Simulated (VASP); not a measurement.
**Cu: single point with PBE**

Crystal: Cu.

```xyz
1
Lattice="-1.4380 1.4380 1.2958 1.4380 -1.4380 1.2958 1.4380 1.4380 -1.2958" Properties=species:S:1:pos:R:3 pbc="T T T"
Cu    0.0000    0.0000    0.0000
```

```
Program             : VASP 6.6.1
Task                : single point
Functional          : PBE
Potentials or basis : VASP PAW PBE potentials, release 64 (Cu)
Cutoff              : 520 eV
k mesh              : 24 × 24 × 24
Occupations         : gaussian, width 0.15 eV
Spin                : no spin polarisation
```

* Pressure: 21.8 GPa
* Band gap on the k mesh: zero (an odd number of electrons rules out a gap without spin polarisation)

Stress tensor (GPa, compression positive):
```
21.05  0.00  0.00
 0.00 21.05  0.00
 0.00  0.00 23.26
```

Levels at points of the mesh, in eV from the Fermi level:
| k point | band 4 | band 5 | band 6 | band 7 | band 8 | band 9 |
| --- | --- | --- | --- | --- | --- | --- |
| (0.00, 0.00, 0.00) | -3.26 | -2.62 | -2.09 | 24.68 | 24.68 | 27.88 |
| (0.50, 0.00, 0.00) | -1.92 | -1.46 | -0.53 | 5.34 | 17.45 | 17.80 |
| (0.50, 0.50, 0.00) | -2.30 | -1.50 | -1.41 | 4.11 | 20.26 | 21.18 |
| (0.50, 0.50, 0.50) | -1.68 | -1.56 | 7.28 | 7.28 | 11.61 | 13.26 |

Run time: 62 s on 1 thread of AMD EPYC 9R45 96-Core Processor (Zen 5), with other jobs on the host, peak memory 0.2 GiB.

Caveat: the cell stands under pressure.
